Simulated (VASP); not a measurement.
Input of a VASP 6.6.1 run:

Contents of INCAR:

```
METAGGA = SCAN ; ISMEAR = 1
SIGMA = 0.05 ; LWAVE = F
LCHARG = F ; ISIF = 2
PREC = Accurate ; LASPH = T
LREAL = F ; ALGO = Normal
EDIFF = 1E-7 ; NELM = 120
GGA_COMPAT = F ; ENCUT = 640
LMIXTAU = T ; KPAR = 2
NBANDS = 26 ; ADDGRID = F
```

The input KPOINTS:

```
Automatic mesh
0
Gamma
  20 20 20
  0 0 0
```

POSCAR

```
Rh
1.0
    0.0000000000      1.8978500000      1.9263177500
    1.8978500000      0.0000000000      1.9263177500
    1.8978500000      1.8978500000      0.0000000000
Rh
1
Direct
    0.0000000000      0.0000000000      0.0000000000
```

Potentials or basis: VASP PAW PBE potentials, release 64 (Rh_pv).

Command:

```bash
$ cat potpaw_PBE.64/Rh_pv/POTCAR > POTCAR
$ mpirun -np 2 vasp_std > vasp.out
```

(1) Estimate the pressure.

(2) Estimate the band gap on the k mesh.

Results:

(1) -6.4 GPa.

(2) zero (an odd number of electrons rules out a gap without spin polarisation).

Caveat: the cell differs from its parent crystal (cell strained by +1.5% along z); the cell stands under tension; the PAW data sets were made with another functional, which shifts forces and pressure a little.
